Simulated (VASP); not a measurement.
Crystal: Si4GePt.

```
Si Ge Pt
1.0
     2.95300    0.00000    0.00000
    -1.47650    2.55738    0.00000
     0.00000    0.00000   11.78200
Si Ge Pt
4 1 1
Cartesian
  0.0000 1.7049 7.3750
  0.0000 0.0000 10.3460
  0.0000 0.0000 1.4360
  0.0000 1.7049 4.4070
  1.4765 0.8525 5.8910
  1.4765 0.8525 0.0000
```

The cell was generated, and may not be a known phase.

* Program: VASP 6.6.1
* Task: relaxation of cell and atoms
* Functional: PBE
* Potentials or basis: VASP PAW PBE potentials, release 64 (Si, Ge_d, Pt_sv_GW)
* Cutoff: 570 eV
* k mesh: 6 × 6 × 2
* Occupations: gaussian, width 0.1 eV
* Spin: no spin polarisation

At the start: pressure 56.2 GPa; volume 14.83 Å³/atom.

Problem. Where does the relaxation end?

Solution. Over 47 steps the energy falls by 1183.1 meV/atom and the volume is 16.72 Å³/atom (+12.7 %); space group P-6m2 (No. 187, to 0.1 Å) before and after.

Step by step:
```
step  energy change (eV)  largest force (eV/Å)  pressure (GPa)  volume (Å³)
   1              0.0000                7.3059           56.25        88.98
   3             -4.8737                0.6237           -4.96       119.22
   5             -4.9337                0.9186           -1.43       114.96
   7             -6.2914                1.3340            0.69       107.16
   9             -6.4466                1.7059            5.20       103.09
  11             -6.5046                2.2899            8.39        99.06
  13             -6.7817                1.4532            2.16       102.03
  15             -6.8304                1.2301           -0.20       103.29
  17             -6.8410                1.0799           -1.30       103.88
  19             -6.9650                0.4566           -0.37       101.73
  21             -7.0053                0.1393            1.58        99.14
  23             -7.0139                0.0748           -0.20       100.57
  25             -7.0201                0.0768           -0.18       100.61
  27             -7.0530                0.3326           -0.80       100.69
  29             -7.0547                0.2936           -0.72       100.66
  31             -7.0575                0.3635           -0.45       100.35
  33             -7.0592                0.3471           -0.43       100.35
  35             -7.0707                0.3148            0.17        99.82
  37             -7.0691                0.2905            3.06        97.70
  39             -7.0841                0.1848            1.29        98.94
  41             -7.0968                0.1220           -0.13       100.35
  43             -7.0974                0.1172            0.11       100.15
  45             -7.0987                0.0417           -0.17       100.26
  47             -7.0988                0.0234           -0.27       100.30
```

Final structure:
```xyz
6
Lattice="3.5702 0.0000 0.0000 -1.7851 3.0919 0.0000 0.0000 0.0000 9.0867" Properties=species:S:1:pos:R:3 pbc="T T T"
Si    0.0000    2.0612    6.0819
Si    0.0000    0.0000    7.6504
Si    0.0000    0.0000    1.4363
Si    0.0000    2.0612    3.0048
Ge    1.7851    1.0306    4.5434
Pt    1.7851    1.0306    0.0000
```

Caveat: the k points lie up to 0.35 Å⁻¹ apart in the final cell, too coarse for converged energies and pressures of a metal; a cell axis changed by over 15 % at a fixed basis, so the end point is rough.
